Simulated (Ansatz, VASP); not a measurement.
One calculation of Te, two programs

```
Te
1.0
     4.63249    0.00000    0.00000
    -2.31624    4.01185    0.00000
     0.00000    0.00000    5.88690
Te
3
Direct
  0.25359 0.00000 0.33333
  0.00000 0.25359 0.66667
  0.74641 0.74641 0.00000
```

Alike in both runs: task single point; functional r2SCAN; k mesh 8 × 8 × 6; occupations methfessel-paxton of order 1, width 0.03 eV; no spin polarisation.

|  | VASP | Ansatz |
| --- | --- | --- |
| version | VASP 6.6.1 | Ansatz 0.2.0 |
| potentials or method | VASP PAW PBE potentials, release 64 (Te), cutoff 550 eV | plane waves (500 eV) with PAW, scalar-relativistic |
| valence electrons in the cell | 18 | 48 |

VASP gave:

| Quantity | Value |
| --- | --- |
| pressure (GPa) | 0.0 |
| traceless stress, the component that is largest in VASP (GPa) | 0.10 |

**Question.** Estimate Ansatz's values.

**Answer.** Pressure (GPa): 0.0; traceless stress, the component that is largest in VASP (GPa): 0.07.

VASP's potentials were made for PBE, not for r2SCAN. The functional is the same, so the differences come from potentials, cutoffs and numerics. VASP's potentials hold 18 valence electrons a cell and Ansatz's 48, so a difference there can come from the potentials and not from the codes.

Neither program's run includes spin-orbit coupling.
